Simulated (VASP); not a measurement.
# Pb (Fm-3m) in VASP: further runs, part 2 of 2

VASP 6.6.1.

## Step 3: Single point, PBE

Contents of INCAR:

```
SYSTEM = Pb
PREC = Accurate
ENCUT = 520
EDIFF = 1E-7
ISMEAR = 1
SIGMA = 0.1
LREAL = .False.
LASPH = .True.
ALGO = Normal
NELM = 100
ISIF = 2
LWAVE = .False.
LCHARG = .False.
```

Contents of KPOINTS:

```
k-points
0
Gamma
  8 8 8
```

Contents of POSCAR:

```
Pb
1.0
    0.0000000000      2.4750200000      2.4750200000
    2.4750200000      0.0000000000      2.4750200000
    2.4750200000      2.4750200000      0.0000000000
Pb
1
Direct
    0.0000000000      0.0000000000      0.0000000000
```

Potentials or basis: VASP PAW PBE potentials, release 64 (Pb_d).

Run with:

```
$ cat potpaw_PBE.64/Pb_d/POTCAR > POTCAR
$ mpirun -np 1 vasp_std > vasp.out
```

OUTCAR:

```text
SYSTEM = Pb
   PREC = Accurate
   ENCUT = 520
   EDIFF = 1E-7
   ISMEAR = 1
   LREAL = .False.
   LASPH = .True.
   NELM = 100
   ISIF = 2

 Found     29 irreducible k-points:

 Following reciprocal coordinates:
            Coordinates               Weight
  0.000000  0.000000  0.000000      1.000000
  0.125000  0.000000  0.000000      8.000000
  0.250000  0.000000  0.000000      8.000000
  0.375000  0.000000  0.000000      8.000000
  0.500000  0.000000  0.000000      4.000000
  0.125000  0.125000  0.000000      6.000000
   k-points           NKPTS =     29   k-points in BZ     NKDIM =     29   number of bands    NBANDS=     11
   number of dos      NEDOS =    301   number of ions     NIONS =      1
   total plane-waves  NPLWV =  21952
   dimension x,y,z NGX =    28 NGY =   28 NGZ =   28
   dimension x,y,z NGXF=    56 NGYF=   56 NGZF=   56
   ions per type =               1
   NGX,Y,Z   is equivalent  to a cutoff of  13.30, 13.30, 13.30 a.u.
   NGXF,Y,Z  is equivalent  to a cutoff of  26.60, 26.60, 26.60 a.u.
 SYSTEM =  Pb
   PREC   = accura    normal or accurate (medium, high low for compatibility)
   ISTART =      0    job   : 0-new  1-cont  2-samecut
   ICHARG =      2    charge: 1-file 2-atom 10-const
   ISPIN  =      1    spin polarized calculation?
   LNONCOLLINEAR =      F non collinear calculations
   LSORBIT =      F    spin-orbit coupling
   LASPH  =      T    aspherical Exc in radial PAW
   ENCUT  =  520.0 eV  38.22 Ry    6.18 a.u.   6.51  6.51  6.51*2*pi/ulx,y,z
   NELM   =    100;   NELMIN=  2; NELMDL= -5     # of ELM steps
   EDIFF  = 0.1E-06   stopping-criterion for ELM
   LREAL  =      F    real-space projection
   EDIFFG = 0.1E-05   stopping-criterion for IOM
   NSW    =      0    number of steps for IOM
   IBRION =     -1    ionic relax: 0-MD 1-quasi-New 2-CG
   NFREE  =      0    steps in history (QN), initial steepest desc. (CG)
   ISIF   =      2    stress and relaxation
   ISYM   =      2    0-nonsym 1-usesym 2-fastsym
   POTIM  = 0.5000    time-step for ionic-motion
   TEBEG  =    0.0;   TEEND  =   0.0 temperature during run

   SCALEE = 1.0000    scale energy and forces
   PSTRESS=    0.0 pullay stress
   NELECT =      14.0000    total number of electrons
   NUPDOWN=      -1.0000    fix difference up-down
   EMIN   =  10.00;   EMAX   =-10.00  energy-range for DOS
   EFERMI =   0.00;   METHOD = LEGACY
   ISMEAR =     1;   SIGMA  =   0.10  broadening in eV -4-tet -1-fermi 0-gaus
   EFERMI_NEDOS =   21; number of points for ismear=-14 and -15
   IALGO  =     38    algorithm
   IMIX   =      4    mixing-type and parameters
     AMIX     =   0.40;   BMIX     =  1.00
     AMIX_MAG =   1.60;   BMIX_MAG =  1.00
  volume/ion in A,a.u.               =      30.32       204.63
  Fermi-wavevector in a.u.,A,eV,Ry     =   1.265306  2.391081 21.782907  1.600999
  Thomas-Fermi vector in A             =   2.398566
   LORBIT       =      0    0 simple, 1 ext, 2 COOP (PROOUT), +10 PAW based schemes
   GGA     = PE    functional components
   LHFCALC =     F    Hartree Fock is set to
   AEXX    =    0.0000 exact exchange contribution
   IVDW    =     0    specifies the selected vdW correction
   LEPSILON=     F    determine dielectric tensor
   LRPA    =     F    only Hartree local field effects (RPA)

   CSHIFT  =0.1000    complex shift for real part using Kramers Kronig

   OMEGAMAX=  -1.0    maximum frequency
 non-spin polarized calculation
 Methfessel and Paxton  Order N= 1 SIGMA  =   0.10
  energy-cutoff  :      520.00
  volume of cell :       30.32
 maximum number of plane-waves:       869
 NGX is ok and might be reduce to    28
   NGX = 13   NGY = 13   NGZ = 13

 number of electron      13.9999999 magnetization

 Free energy of the ion-electron system (eV)
  ---------------------------------------------------
  ext. energy  EPLUGINS =         0.00000000
  ---------------------------------------------------
  free energy    TOTEN  =        -3.56653561 eV

  energy without entropy =       -3.56695810  energy(sigma->0) =       -3.56667644

 E-fermi :   7.1879     XC(G=0): -10.1831

 val. band max:        7.1231179773   @ k =   0.3750   0.2500   0.0000
 cond. band min:       7.3971306100   @ k =  -0.3750   0.2500   0.0000
 fundamental gap:      0.2740126327
 Fermi energy:         7.1879006243

 k-point     1 :       0.0000    0.0000    0.0000
  band No.  band energies     occupation
      1      -9.7835      2.00000
      2      -9.7835      2.00000
      3      -9.7835      2.00000
      4      -9.6437      2.00000
      5      -9.6437      2.00000
      6      -4.4699      2.00000
      7      14.7026      0.00000
      8      14.7026      0.00000
      9      14.7026      0.00000
     10      17.0460      0.00000
     11      18.6239      0.00000

 k-point     2 :       0.1250    0.0000    0.0000
  band No.  band energies     occupation
      1      -9.7844      2.00000
      2      -9.7636      2.00000
      3      -9.7636      2.00000
      4      -9.6430      2.00000
      5      -9.6430      2.00000
      6      -4.1688      2.00000
      7      11.9001      0.00000
      8      14.3545      0.00000
      9      14.3545      0.00000
     10      16.6003      0.00000
     11      19.7655      0.00000

 k-point     3 :       0.2500    0.0000    0.0000
  band No.  band energies     occupation
      1      -9.7917      2.00000
      2      -9.7479      2.00000
      3      -9.7479      2.00000
      4      -9.6081      2.00000
      5      -9.6081      2.00000
      6      -3.2711      2.00000
      7       8.0387     -0.00000
      8      13.6653      0.00000
      9      13.6653      0.00000
     10      16.2617      0.00000
     11      18.7817      0.00000

 k-point     4 :       0.3750    0.0000    0.0000
  band No.  band energies     occupation
      1      -9.8052      2.00000
      2      -9.7632      2.00000
      3      -9.7632      2.00000
      4      -9.5405      2.00000
      5      -9.5405      2.00000
      6      -1.8795      2.00000
      7       4.7559      2.00000
      8      13.0864      0.00000
      9      13.0864      0.00000
     10      16.2518      0.00000
     11      17.4640      0.00000

 k-point     5 :       0.5000    0.0000    0.0000
  band No.  band energies     occupation
      1      -9.8123      2.00000
      2      -9.7726      2.00000
      3      -9.7726      2.00000
      4      -9.5089      2.00000
      5      -9.5089      2.00000
      6      -0.8435      2.00000
      7       3.0783      2.00000
      8      12.8654      0.00000
      9      12.8654      0.00000
     10      16.5229      0.00000
     11      16.7501      0.00000

 k-point     6 :       0.1250    0.1250    0.0000
  band No.  band energies     occupation
      1      -9.8076      2.00000
      2      -9.7406      2.00000
      3      -9.7406      2.00000
      4      -9.6694      2.00000
      5      -9.6257      2.00000
      6      -4.0687      2.00000
      7      12.6998      0.00000
      8      13.2917      0.00000
      9      13.2917      0.00000
     10      16.0490      0.00000
     11      18.3636      0.00000

 [... further k-points ...]

------------------------ aborting loop because EDIFF is reached ----------------------------------------

  FORCE on cell =-STRESS in cart. coord.  units (eV):
  Direction    XX          YY          ZZ          XY          YZ          ZX
  --------------------------------------------------------------------------------------
  -------------------------------------------------------------------------------------
  Total        0.4848241      0.4848241      0.4848241      0.0000000     -0.0000000     -0.0000000
  in kB       25.6170237     25.6170237     25.6170237      0.0000000     -0.0000000     -0.0000000
  external PRESSURE =      25.6170237 kB  Pullay stress =       0.0000000 kB

 VOLUME and BASIS-vectors are now :
 -----------------------------------------------------------------------------
  energy-cutoff  :      520.00
  volume of cell :       30.32
      direct lattice vectors                 reciprocal lattice vectors
     0.000000000  2.475020000  2.475020000    -0.202018570  0.202018570  0.202018570
     2.475020000  0.000000000  2.475020000     0.202018570 -0.202018570  0.202018570
     2.475020000  2.475020000  0.000000000     0.202018570  0.202018570 -0.202018570

 POSITION                                       TOTAL-FORCE (eV/Angst)
 -----------------------------------------------------------------------------------
      0.00000      0.00000      0.00000         0.000000      0.000000      0.000000
 -----------------------------------------------------------------------------------
    total drift:                               -0.000000     -0.000000     -0.000000

  FREE ENERGIE OF THE ION-ELECTRON SYSTEM (eV)
  ---------------------------------------------------
  free  energy   TOTEN  =        -3.5665356080 eV

  energy  without entropy=       -3.5669580969  energy(sigma->0) =       -3.56667644
```

OSZICAR:

```text
N       E                     dE             d eps       ncg     rms          rms(c)
DAV:   1     0.102754809400E+03    0.10275E+03   -0.73523E+03   647   0.146E+03
DAV:   2     0.922073828884E+00   -0.10183E+03   -0.99931E+02   653   0.328E+02
DAV:   3    -0.347264455795E+01   -0.43947E+01   -0.43656E+01   742   0.810E+01
DAV:   4    -0.357338264225E+01   -0.10074E+00   -0.10072E+00   779   0.132E+01
DAV:   5    -0.357767813004E+01   -0.42955E-02   -0.42954E-02   830   0.245E+00    0.522E-01
DAV:   6    -0.356876944176E+01    0.89087E-02   -0.14295E-02   799   0.230E+00    0.259E-01
DAV:   7    -0.356659959135E+01    0.21699E-02   -0.62972E-03   749   0.145E+00    0.858E-02
DAV:   8    -0.356654069250E+01    0.58899E-04   -0.37797E-04   775   0.373E-01    0.998E-03
DAV:   9    -0.356653704104E+01    0.36515E-05   -0.96558E-06   801   0.599E-02    0.515E-03
DAV:  10    -0.356653559844E+01    0.14426E-05   -0.10790E-06   698   0.127E-02    0.337E-04
DAV:  11    -0.356653560799E+01   -0.95508E-08   -0.36253E-08   412   0.323E-03
   1 F= -.35665356E+01 E0= -.35666764E+01  d E =0.422489E-03
```

It took 6.1 s on 1 thread of AMD EPYC 9R45 (Zen 5), shared host; peak memory 0.12 GiB.

Results:

```
Free energy            : -3.5665 eV
Pressure               : 2.6 GPa
Band gap on the k mesh : zero (bands 7 and 8 overlap by 8.79 eV)
```

Levels at points of the mesh, in eV from the Fermi level:
| k point | band 5 | band 6 | band 7 | band 8 | band 9 | band 10 |
| --- | --- | --- | --- | --- | --- | --- |
| (0.00, 0.00, 0.00) | -16.83 | -11.66 | 7.51 | 7.51 | 7.51 | 9.86 |
| (0.50, 0.00, 0.00) | -16.70 | -8.03 | -4.11 | 5.68 | 5.68 | 9.33 |
| (0.50, 0.50, 0.00) | -16.66 | -6.62 | -3.18 | 2.15 | 2.15 | 5.47 |

Caveat: spin-orbit coupling is left out, which moves the levels of the heavy elements.

## Step 4: Single point, r2SCAN, non-collinear spin, zero start, spin-orbit coupling

This run uses another cell than the first one, of 28.50 Å³/atom.

Contents of POSCAR:

```
Pb
1.0
    0.0000000000      2.4244952108      2.4244952108
    2.4244952108      0.0000000000      2.4244952108
    2.4244952108      2.4244952108      0.0000000000
Pb
1
Direct
    0.0000000000      0.0000000000      0.0000000000
```

Contents of INCAR.step1:

```
ALGO = Normal ; EDIFF = 1E-4
ENCUT = 520 ; GGA = PE
GGA_COMPAT = False ; ISMEAR = -1
LASPH = True ; LCHARG = False
LREAL = False ; LSORBIT = True
LWAVE = True ; MAGMOM = 0 0 0
NBANDS = 25 ; NELM = 150
PREC = Accurate ; SIGMA = 0.05
```

Contents of INCAR.step2:

```
ALGO = Normal ; EDIFF = 1E-6
ENCUT = 520 ; GGA_COMPAT = False
ISIF = 2 ; ISMEAR = -1
ISTART = 1 ; LASPH = True
LCHARG = True ; LMIXTAU = True
LORBIT = 11 ; LORBMOM = True
LREAL = False ; LSORBIT = True
LVHAR = True ; LWAVE = False
MAGMOM = 0 0 0 ; METAGGA = R2SCAN
NBANDS = 25 ; NELM = 150
PREC = Accurate ; SIGMA = 0.05
```

Contents of KPOINTS:

```
k-points
0
Gamma
  9 9 9
```

Potentials or basis: VASP PAW PBE potentials, release 64 (Pb_d).

Run with:

```
$ cat potpaw_PBE.64/Pb_d/POTCAR > POTCAR
$ cp INCAR.step1 INCAR
$ mpirun -np 1 vasp_ncl > vasp.out
$ cp INCAR.step2 INCAR
$ mpirun -np 1 vasp_ncl > vasp.out
```

OUTCAR:

```text
EDIFF = 1E-6
   ENCUT = 520
   ISIF = 2
   ISMEAR = -1
   ISTART = 1
   LASPH = True
   LORBIT = 11
   LREAL = False
   LSORBIT = True
   METAGGA = R2SCAN
   NELM = 150
   PREC = Accurate

 ion  position               nearest neighbor table
   1  0.000  0.000  0.000-

  LATTYP: Found a face centered cubic cell.
 ALAT       =     4.8489904216

  Lattice vectors:

 A1 = (   0.0000000000,   2.4244952108,   2.4244952108)
 A2 = (   2.4244952108,   0.0000000000,   2.4244952108)
 A3 = (   2.4244952108,   2.4244952108,   0.0000000000)

Analysis of symmetry for initial positions (statically):
=====================================================================
 Subroutine PRICEL returns:
 Original cell was already a primitive cell.
[... 917 lines left out ...]
  1         0.000   0.000   0.000
 ----------------------------------------
            0.000   0.000   0.000

 Spin-Orbit-Coupling matrix elements

 Ion:    1  E_soc:     -1.1034179
 l=   1
     0.0000000    -0.1181971    -0.1181971
    -0.1181971     0.0000000    -0.1181971
    -0.1181971    -0.1181971     0.0000000
 l=   2
     0.0000000    -0.0132454     0.0000000    -0.0132454    -0.0524605
    -0.0132454     0.0000000    -0.0393453    -0.0132454    -0.0131151
     0.0000000    -0.0393453     0.0000000    -0.0393453     0.0000000
    -0.0132454    -0.0132454    -0.0393453     0.0000000    -0.0131151
    -0.0524605    -0.0131151     0.0000000    -0.0131151     0.0000000
 l=   3
     0.0000000     0.0000000     0.0000000     0.0000000     0.0000000     0.0000000     0.0000000
     0.0000000     0.0000000     0.0000000     0.0000000     0.0000000     0.0000000     0.0000000
     0.0000000     0.0000000     0.0000000     0.0000000     0.0000000     0.0000000     0.0000000
     0.0000000     0.0000000     0.0000000     0.0000000     0.0000000     0.0000000     0.0000000
     0.0000000     0.0000000     0.0000000     0.0000000     0.0000000     0.0000000     0.0000000
     0.0000000     0.0000000     0.0000000     0.0000000     0.0000000     0.0000000     0.0000000
     0.0000000     0.0000000     0.0000000     0.0000000     0.0000000     0.0000000     0.0000000

 total charge

# of ion       s       p       d       tot
------------------------------------------
    1        1.386   0.807   9.802  11.995

 magnetization (x)

# of ion       s       p       d       tot
------------------------------------------
    1       -0.000   0.000  -0.000   0.000

 magnetization (y)

# of ion       s       p       d       tot
------------------------------------------
    1        0.000   0.000   0.000   0.000

 magnetization (z)

# of ion       s       p       d       tot
------------------------------------------
    1       -0.000  -0.000   0.000  -0.000
```

Wall time 7.8 min (1 thread of Intel Xeon Platinum 8259CL at 2.50GHz (Skylake/Cascade Lake), shared host); peak memory 0.29 GiB.

Results:

| Quantity | Value |
| --- | --- |
| Free energy | -56.7870 eV |
| Pressure | 4.7 GPa |
| Net moment | 0.00 μB per cell |
| Valence electrons inside the program's atomic spheres | Pb 11.99 |

Moments on the atoms (μB; x, y, z):
```
Pb  0.00 0.00 0.00
```

Caveat: the cell stands under pressure; the PAW data sets were made with another functional, which shifts forces and pressure a little.

## Step 5: The runs side by side

| level | spin | cell | k mesh | cutoff (eV) | smearing | dipole correction | pressure (GPa) | moment (μB) |
| --- | --- | --- | --- | --- | --- | --- | --- | --- |
| PBE | non-collinear, zero start, SOC | a = 3.500 Å, angles 60.0°, 1 atom | 7 × 7 × 7 | 500 | methfessel-paxton 0.05 eV | no | 2.8 | 0.00 |
| PBE | off | a = 3.500 Å, angles 60.0°, 1 atom | 8 × 8 × 8 | 520 | methfessel-paxton 0.1 eV | - | 2.6 | - |
| r2SCAN | non-collinear, zero start, SOC | a = 3.429 Å, angles 60.0°, 1 atom | 9 × 9 × 9 | 520 | fermi-dirac 0.05 eV | no | 4.7 | 0.00 |

Alike in all rows: task single point; potentials or basis VASP PAW PBE potentials, release 64 (Pb_d).

Caveats: spin-orbit coupling is left out, which moves the levels of the heavy elements (at least some runs); the cell stands under pressure (at least some runs); the PAW data sets were made with another functional, which shifts forces and pressure a little (at least some runs).

Total energies depend on the potentials used, so only differences within one code and one set of settings carry meaning.
